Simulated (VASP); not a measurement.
# HfN (P6_3/mmc) in VASP: a series of runs, part 2 of 2

VASP 6.6.1. Earlier steps stand in the parts before.

### 5 Single point, LDA (12.21 Å³/atom)

This run uses another cell than the first one, of 12.21 Å³/atom.

Input file INCAR:

```
  ALGO = Normal
  EDIFF = 1E-6
  ENCUT = 520
  GGA = CA
  ISIF = 2
  ISMEAR = -1
  LASPH = True
  LCHARG = False
  LREAL = False
  LWAVE = False
  NBANDS = 23
  NELM = 60
  PREC = Accurate
  SIGMA = 0.05
```

Input file KPOINTS:

```
k-points
0
Gamma
  10 10 5
```

Input file POSCAR:

```
HfN
1.0
    3.1953728034      0.0000000000      0.0000000000
   -1.5976864018      2.7672740223      0.0000000000
    0.0000000000      0.0000000000      5.5230058234
Hf N
2 2
Direct
    0.3333333333      0.6666666667      0.2500000000
    0.6666666667      0.3333333333      0.7500000000
    0.0000000000      0.0000000000      0.5000000000
    0.0000000000      0.0000000000      0.0000000000
```

Launch:

```sh
$ cat potpaw_LDA.64/Hf_pv/POTCAR potpaw_LDA.64/N/POTCAR > POTCAR
$ mpirun -np 1 vasp_std > vasp.out
```

It took 69 s on 1 thread of AMD EPYC 7R13, shared host; peak memory 0.14 GiB.

The run converged. Its results:

| Quantity | Value |
| --- | --- |
| Free energy | -47.2577 eV |
| Pressure | -23.3 GPa |
| Band gap on the k mesh | zero (bands 15 and 16 overlap by 1.52 eV) |

Stress tensor (GPa, compression positive):
```
-23.10   0.00   0.00
  0.00 -23.10   0.00
  0.00   0.00 -23.72
```

Levels at points of the mesh, in eV from the Fermi level:
```
           k point  band 12  band 13  band 14  band 15  band 16  band 17  band 18  band 19
(0.00, 0.00, 0.00)    -3.46    -3.46    -1.72    -0.64     0.61     0.61     0.78     1.64
(0.50, 0.00, 0.00)    -5.24    -3.21    -2.68    -2.39     2.21     2.49     4.03     4.21
```

Caveat: the cell stands under tension; spin-orbit coupling is left out, which moves the levels of the heavy elements.

### 6 Single point, HSE06

Input file POSCAR:

```
HfN
1.0
    3.1339080219      0.0000000000      0.0000000000
   -1.5669540110      2.7140439601      0.0000000000
    0.0000000000      0.0000000000      5.4167677200
Hf N
2 2
Direct
    0.3333333333      0.6666666667      0.2500000000
    0.6666666667      0.3333333333      0.7500000000
    0.0000000000      0.0000000000      0.5000000000
    0.0000000000      0.0000000000      0.0000000000
```

Input file INCAR.step1:

```
SYSTEM = HfN
PREC = Accurate ; ENCUT = 520
EDIFF = 1E-5 ; ISMEAR = -1
SIGMA = 0.05 ; LREAL = .FALSE.
LASPH = .TRUE. ; NELM = 100
ALGO = Normal ; ISIF = 2
LWAVE = .TRUE. ; LCHARG = .FALSE.
NBANDS = 23 ; GGA = PE
```

Input file INCAR.step2:

```
SYSTEM = HfN
PREC = Accurate ; ENCUT = 520
EDIFF = 1E-7 ; ISMEAR = -1
SIGMA = 0.05 ; LREAL = .FALSE.
LASPH = .TRUE. ; NELM = 100
ALGO = Normal ; ISIF = 2
LWAVE = .FALSE. ; LCHARG = .FALSE.
GGA = PE ; LHFCALC = .TRUE.
HFSCREEN = 0.2079 ; PRECFOCK = Normal
NBANDS = 23 ; ISTART = 1
```

Input file KPOINTS:

```
regular mesh
0
G
  6 6 3
  0 0 0
```

Potentials or basis: VASP PAW PBE potentials, release 64 (Hf_pv, N).

Launch:

```sh
$ cat potpaw_PBE.64/Hf_pv/POTCAR potpaw_PBE.64/N/POTCAR > POTCAR
$ cp INCAR.step1 INCAR
$ mpirun -np 1 vasp_std > vasp.out
$ cp INCAR.step2 INCAR
$ mpirun -np 1 vasp_std > vasp.out
```

OUTCAR:

```text
SYSTEM = HfN
   PREC = Accurate
   ENCUT = 520
   EDIFF = 1E-7
   ISMEAR = -1
   LREAL = .FALSE.
   LASPH = .TRUE.
   NELM = 100
   ISIF = 2
   GGA = PE
   LHFCALC = .TRUE.
   HFSCREEN = 0.2079
   PRECFOCK = Normal
   ISTART = 1

 ion  position               nearest neighbor table
   1  0.333  0.667  0.250-   3 2.26   4 2.26   3 2.26   4 2.26   3 2.26   4 2.26   2 3.26   2 3.26
                             2 3.26   2 3.26   2 3.26   2 3.26
   2  0.667  0.333  0.750-   3 2.26   4 2.26   3 2.26   4 2.26   3 2.26   4 2.26   1 3.26   1 3.26
                             1 3.26   1 3.26   1 3.26   1 3.26
   3  0.000  0.000  0.500-   1 2.26   2 2.26   2 2.26   1 2.26   2 2.26   1 2.26
   4  0.000  0.000  0.000-   1 2.26   2 2.26   2 2.26   1 2.26   2 2.26   1 2.26

  LATTYP: Found a hexagonal cell.
 ALAT       =     3.1339080219
 C/A-ratio  =     1.7284386402

  Lattice vectors:

 A1 = (   3.1339080219,   0.0000000000,   0.0000000000)
 A2 = (  -1.5669540110,   2.7140439601,   0.0000000000)
 A3 = (   0.0000000000,   0.0000000000,   5.4167677200)

Analysis of symmetry for initial positions (statically):
=====================================================================
 Subroutine PRICEL returns:
 Original cell was already a primitive cell.

 Routine SETGRP: Setting up the symmetry group for a
 hexagonal supercell.

 Subroutine GETGRP returns: Found 24 space group operations
 (whereof 12 operations were pure point group operations)
 out of a pool of 24 trial point group operations.

The static configuration has the point symmetry D_3d.
 The point group associated with its full space group is D_6h.

Analysis of symmetry for dynamics (positions and initial velocities):
=====================================================================
 Subroutine PRICEL returns:
 Original cell was already a primitive cell.

 Routine SETGRP: Setting up the symmetry group for a
 hexagonal supercell.

 Subroutine GETGRP returns: Found 24 space group operations
 (whereof 12 operations were pure point group operations)
 out of a pool of 24 trial point group operations.

The dynamic configuration has the point symmetry D_3d.
 The point group associated with its full space group is D_6h.

 Subroutine INISYM returns: Found 24 space group operations
 (whereof 12 operations are pure point group operations),
 and found     1 'primitive' translations

----------------------------------------------------------------------------------------

                                     Primitive cell

  volume of cell :      46.0727

  direct lattice vectors                    reciprocal lattice vectors
     3.133908022  0.000000000  0.000000000     0.319090411  0.184226935  0.000000000
    -1.566954011  2.714043960  0.000000000     0.000000000  0.368453870  0.000000000
     0.000000000  0.000000000  5.416767720     0.000000000  0.000000000  0.184611940

  length of vectors
     3.133908022  3.133908022  5.416767720     0.368453870  0.368453870  0.184611940

  position of ions in fractional coordinates (direct lattice)
     0.333333333  0.666666667  0.250000000
     0.666666667  0.333333333  0.750000000
     0.000000000  0.000000000  0.500000000
     0.000000000  0.000000000  0.000000000

[... 45 lines left out ...]
  0.500000  0.000000  0.333333      6.000000
  0.166667  0.166667  0.333333     12.000000
  0.333333  0.166667  0.333333     24.000000
  0.333333  0.333333  0.333333      4.000000
   k-points           NKPTS =     14   k-points in BZ     NKDIM =    108   number of bands    NBANDS=     23
   number of dos      NEDOS =    301   number of ions     NIONS =      4
   total plane-waves  NPLWV =  23040
   dimension x,y,z NGX =    24 NGY =   24 NGZ =   40
   dimension x,y,z NGXF=    48 NGYF=   48 NGZF=   80
   ions per type =               2   2
   NGX,Y,Z   is equivalent  to a cutoff of  12.73, 12.73, 12.28 a.u.
   NGXF,Y,Z  is equivalent  to a cutoff of  25.46, 25.46, 24.55 a.u.
 SYSTEM =  HfN
   PREC   = accura    normal or accurate (medium, high low for compatibility)
   ISTART =      1    job   : 0-new  1-cont  2-samecut
   ICHARG =      0    charge: 1-file 2-atom 10-const
   ISPIN  =      1    spin polarized calculation?
   LNONCOLLINEAR =      F non collinear calculations
   LSORBIT =      F    spin-orbit coupling
   LASPH  =      T    aspherical Exc in radial PAW
   ENCUT  =  520.0 eV  38.22 Ry    6.18 a.u.   5.83  5.83 10.07*2*pi/ulx,y,z
   NELM   =    100;   NELMIN=  2; NELMDL=  0     # of ELM steps
   EDIFF  = 0.1E-06   stopping-criterion for ELM
   LREAL  =      F    real-space projection
   EDIFFG = 0.1E-05   stopping-criterion for IOM
   NSW    =      0    number of steps for IOM
   IBRION =     -1    ionic relax: 0-MD 1-quasi-New 2-CG
   NFREE  =      0    steps in history (QN), initial steepest desc. (CG)
   ISIF   =      2    stress and relaxation
   ISYM   =      3    0-nonsym 1-usesym 2-fastsym
   POTIM  = 0.5000    time-step for ionic-motion
   TEBEG  =    0.0;   TEEND  =   0.0 temperature during run
   PSTRESS=    0.0 pullay stress
   NELECT =      30.0000    total number of electrons
   NUPDOWN=      -1.0000    fix difference up-down
   EMIN   =  10.00;   EMAX   =-10.00  energy-range for DOS
   EFERMI =   0.00;   METHOD = LEGACY
   ISMEAR =    -1;   SIGMA  =   0.05  broadening in eV -4-tet -1-fermi 0-gaus
   EFERMI_NEDOS =   21; number of points for ismear=-14 and -15
   IALGO  =     38    algorithm
   IMIX   =      1    mixing-type and parameters
     AMIX     =   0.40;   BMIX     =  1.00
     AMIX_MAG =   1.60;   BMIX_MAG =  1.00
  volume/ion in A,a.u.               =      11.52        77.73
  Fermi-wavevector in a.u.,A,eV,Ry     =   1.418951  2.681429 27.394278  2.013423
  Thomas-Fermi vector in A             =   2.540023
   LORBIT       =      0    0 simple, 1 ext, 2 COOP (PROOUT), +10 PAW based schemes
   GGA     = PE    functional components
   LHFCALC =     T    Hartree Fock is set to
   PRECFOCK=normal    Normal, Fast or Accurate (Low or Medium for compatibility)
   ENCUT4O =  -1.0   cutoff for four orbital integrals eV
   NKREDX  =     1    reduce k-point grid by
   NKREDY  =     1    reduce k-point grid by
   NKREDZ  =     1    reduce k-point grid by
   AEXX    =    0.2500 exact exchange contribution
   HFSCREEN=    0.2079 screening length (either q_TF or 0.3 A-1)
   HFSCREENC=   0.2079 screening length for correlation (either q_TF or 0.3 A-1)
   ENCUTFOCK=  -1.0 apply spherical cutoff to Coloumb kernel
   IVDW    =     0    specifies the selected vdW correction
   LEPSILON=     F    determine dielectric tensor
   LRPA    =     F    only Hartree local field effects (RPA)
 non-spin polarized calculation
  energy-cutoff  :      520.00
  volume of cell :       46.07
 maximum number of plane-waves:      1275
 NGX is ok and might be reduce to    24
  NGX = 18; NGY = 18; NGZ = 32

 number of electron      30.0000001 magnetization

 Free energy of the ion-electron system (eV)
  ---------------------------------------------------
  ext. energy  EPLUGINS =         0.00000000
  ---------------------------------------------------
  free energy    TOTEN  =       -50.49188626 eV

  energy without entropy =      -50.48210534  energy(sigma->0) =      -50.48699580

 E-fermi :   8.3468     XC(G=0): -10.4214

 val. band max:        8.0610884372   @ k =   0.3333   0.3333   0.0000
 cond. band min:       8.3956231147   @ k =   0.1667   0.0000   0.0000
 fundamental gap:      0.3345346775
 Fermi energy:         8.3468357427

 k-point     1 :       0.0000    0.0000    0.0000
  band No.  band energies     occupation
      1     -26.3184      2.00000
      2     -25.3540      2.00000
      3     -25.2414      2.00000
      4     -25.2414      2.00000
      5     -25.1877      2.00000
      6     -25.1877      2.00000
[... 353 lines left out ...]
     22      14.7239      0.00000
     23      15.9463      0.00000

------------------------ aborting loop because EDIFF is reached ----------------------------------------

  FORCE on cell =-STRESS in cart. coord.  units (eV):
  Direction    XX          YY          ZZ          XY          YZ          ZX
  --------------------------------------------------------------------------------------
  -------------------------------------------------------------------------------------
  Total       -0.7396491     -0.7396491     -1.2174483      0.0000000      0.0000000      0.0000000
  in kB      -25.7213025    -25.7213025    -42.3367761      0.0000000      0.0000000      0.0000000
  external PRESSURE =     -31.2597937 kB  Pullay stress =       0.0000000 kB

 VOLUME and BASIS-vectors are now :
 -----------------------------------------------------------------------------
  energy-cutoff  :      520.00
  volume of cell :       46.07
      direct lattice vectors                 reciprocal lattice vectors
     3.133908022  0.000000000  0.000000000     0.319090411  0.184226935  0.000000000
    -1.566954011  2.714043960  0.000000000     0.000000000  0.368453870  0.000000000
     0.000000000  0.000000000  5.416767720     0.000000000  0.000000000  0.184611940

 POSITION                                       TOTAL-FORCE (eV/Angst)
 -----------------------------------------------------------------------------------
     -0.00000      1.80936      1.35419        -0.000000      0.000000      0.000000
      1.56695      0.90468      4.06258         0.000000     -0.000000     -0.000000
      0.00000      0.00000      2.70838         0.000000      0.000000      0.000000
      0.00000      0.00000      0.00000         0.000000      0.000000      0.000000
 -----------------------------------------------------------------------------------
    total drift:                               -0.000000     -0.000000     -0.000000

  FREE ENERGIE OF THE ION-ELECTRON SYSTEM (eV)
  ---------------------------------------------------
  free  energy   TOTEN  =       -50.4918862641 eV

  energy  without entropy=      -50.4821053395  energy(sigma->0) =      -50.48699580
```

Run time: 81 min. Hardware: 1 thread of Oxide Virtual Turin-like, shared host; peak memory 0.25 GiB.

Results:

| Item | Value |
| --- | --- |
| Free energy | -50.4919 eV |
| Pressure | -3.1 GPa |
| Band gap on the k mesh | zero (bands 15 and 16 overlap by 1.34 eV) |

Stress tensor (GPa, compression positive):
```
-2.57  0.00  0.00
 0.00 -2.57  0.00
 0.00  0.00 -4.23
```

Levels at points of the mesh, in eV from the Fermi level:
| k point | band 11 | band 12 | band 13 | band 14 | band 15 | band 16 | band 17 | band 18 | band 19 | band 20 |
| --- | --- | --- | --- | --- | --- | --- | --- | --- | --- | --- |
| (0.00, 0.00, 0.00) | -6.06 | -4.79 | -4.79 | -2.83 | -0.80 | 0.57 | 0.57 | 1.03 | 1.84 | 1.90 |
| (0.50, 0.00, 0.00) | -7.30 | -6.87 | -4.51 | -3.64 | -3.62 | 2.45 | 2.83 | 4.73 | 4.89 | 5.83 |

Caveat: the k points lie up to 0.39 Å⁻¹ apart, too coarse for converged energies and pressures of a metal; the PAW data sets were made with another functional, which shifts forces and pressure a little; spin-orbit coupling is left out, which moves the levels of the heavy elements.

### 7 Single point, r2SCAN0

POSCAR is that of step 6.

Input file INCAR.step1:

```
SYSTEM = HfN
  PREC = Accurate
  ENCUT = 520
  EDIFF = 1E-5
  ISMEAR = -1
  SIGMA = 0.05
  LREAL = .FALSE.
  LASPH = .TRUE.
  NELM = 60
  ALGO = Normal
  ISIF = 2
  LWAVE = .TRUE.
  LCHARG = .FALSE.
  GGA = PE
  NBANDS = 23
```

Input file INCAR.step2:

```
SYSTEM = HfN
  PREC = Accurate
  ENCUT = 520
  EDIFF = 1E-7
  ISMEAR = -1
  SIGMA = 0.05
  LREAL = .FALSE.
  LASPH = .TRUE.
  NELM = 60
  ALGO = Normal
  ISIF = 2
  LWAVE = .FALSE.
  LCHARG = .FALSE.
  METAGGA = R2SCAN
  LHFCALC = .TRUE.
  AEXX = 0.25
  LMIXTAU = .TRUE.
  PRECFOCK = Normal
  ISTART = 1
  NBANDS = 23
```

KPOINTS is that of step 6.

Potentials or basis: VASP PAW PBE potentials, release 64 (Hf_pv, N).

Launch:

```sh
$ cat potpaw_PBE.64/Hf_pv/POTCAR potpaw_PBE.64/N/POTCAR > POTCAR
$ cp INCAR.step1 INCAR
$ mpirun -np 1 vasp_std > vasp.out
$ cp INCAR.step2 INCAR
$ mpirun -np 1 vasp_std > vasp.out
```

OUTCAR:

```text
SYSTEM = HfN
   PREC = Accurate
   ENCUT = 520
   EDIFF = 1E-7
   ISMEAR = -1
   LREAL = .FALSE.
   LASPH = .TRUE.
   NELM = 60
   ISIF = 2
   METAGGA = R2SCAN
   LHFCALC = .TRUE.
   AEXX = 0.25
   PRECFOCK = Normal
   ISTART = 1

 ion  position               nearest neighbor table
   1  0.333  0.667  0.250-   3 2.26   4 2.26   3 2.26   4 2.26   3 2.26   4 2.26   2 3.26   2 3.26
                             2 3.26   2 3.26   2 3.26   2 3.26
[... 566 lines left out ...]
  Direction    XX          YY          ZZ          XY          YZ          ZX
  --------------------------------------------------------------------------------------
  -------------------------------------------------------------------------------------
  Total       -1.5792054     -1.5792054     -1.2455470      0.0000000      0.0000000      0.0000000
  in kB      -54.9168800    -54.9168800    -43.3139089      0.0000000      0.0000000      0.0000000
  external PRESSURE =     -51.0492230 kB  Pullay stress =       0.0000000 kB

 VOLUME and BASIS-vectors are now :
 -----------------------------------------------------------------------------
  energy-cutoff  :      520.00
  volume of cell :       46.07
      direct lattice vectors                 reciprocal lattice vectors
     3.133908022  0.000000000  0.000000000     0.319090411  0.184226935  0.000000000
    -1.566954011  2.714043960  0.000000000     0.000000000  0.368453870  0.000000000
     0.000000000  0.000000000  5.416767720     0.000000000  0.000000000  0.184611940

 POSITION                                       TOTAL-FORCE (eV/Angst)
 -----------------------------------------------------------------------------------
     -0.00000      1.80936      1.35419        -0.000000      0.000000      0.000000
      1.56695      0.90468      4.06258         0.000000     -0.000000     -0.000000
      0.00000      0.00000      2.70838         0.000000     -0.000000     -0.000000
      0.00000      0.00000      0.00000         0.000000     -0.000000     -0.000000
 -----------------------------------------------------------------------------------
    total drift:                                0.000000      0.000000     -0.000000

  FREE ENERGIE OF THE ION-ELECTRON SYSTEM (eV)
  ---------------------------------------------------
  free  energy   TOTEN  =      -109.3608505649 eV

  energy  without entropy=     -109.3570079078  energy(sigma->0) =     -109.35892924
```

It took 1.9 h on 1 thread of Oxide Virtual Turin-like, shared host; peak memory 0.16 GiB.

What came out:

| Property | Result |
| --- | --- |
| Free energy | -109.3609 eV |
| Pressure | -5.1 GPa |
| Band gap on the k mesh | zero (bands 15 and 16 overlap by 2.04 eV) |

Stress tensor (GPa, compression positive):
```
-5.49  0.00  0.00
 0.00 -5.49  0.00
 0.00  0.00 -4.33
```

Caveat: the k points lie up to 0.39 Å⁻¹ apart, too coarse for converged energies and pressures of a metal; the PAW data sets were made with another functional, which shifts forces and pressure a little; spin-orbit coupling is left out, which moves the levels of the heavy elements.

### 8 The runs side by side

```tsv
level	potentials or basis	cell	k mesh	grid for exact exchange (PRECFOCK)	share of exact exchange	screening parameter	gap on the mesh (eV)	pressure (GPa)
LDA	VASP PAW LDA potentials, release 64 (Hf_pv, N)	a = 3.134, b = 3.134, c = 5.417 Å, angles 90.0, 90.0, 120.0°, 4 atoms	10 × 10 × 5	-	-	-	none	-10.1
LDA	VASP PAW LDA potentials, release 64 (Hf_pv, N)	a = 3.155, b = 3.155, c = 5.453 Å, angles 90.0, 90.0, 120.0°, 4 atoms	10 × 10 × 5	-	-	-	none	-15.0
LDA	VASP PAW LDA potentials, release 64 (Hf_pv, N)	a = 3.175, b = 3.175, c = 5.488 Å, angles 90.0, 90.0, 120.0°, 4 atoms	10 × 10 × 5	-	-	-	none	-19.4
LDA	VASP PAW LDA potentials, release 64 (Hf_pv, N)	a = 3.195, b = 3.195, c = 5.523 Å, angles 90.0, 90.0, 120.0°, 4 atoms	10 × 10 × 5	-	-	-	none	-23.3
HSE06	VASP PAW PBE potentials, release 64 (Hf_pv, N)	a = 3.134, b = 3.134, c = 5.417 Å, angles 90.0, 90.0, 120.0°, 4 atoms	6 × 6 × 3	Normal	0.25	0.2079 1/Å	none	-3.1
r2SCAN0	VASP PAW PBE potentials, release 64 (Hf_pv, N)	a = 3.134, b = 3.134, c = 5.417 Å, angles 90.0, 90.0, 120.0°, 4 atoms	6 × 6 × 3	Normal	0.25	-	none	-5.1
```

Alike in all rows: task single point; no spin polarisation; cutoff (eV) 520; smearing fermi-dirac 0.05 eV.

Caveats: some runs use coarse meshes; spin-orbit coupling is left out, which moves the levels of the heavy elements; the cell stands under tension (at least some runs); the PAW data sets were made with another functional, which shifts forces and pressure a little (at least some runs).

Total energies depend on the potentials used, so only differences within one code and one set of settings carry meaning.

The gap in the log of VASP goes by the Fermi energy; the results here count the filled bands.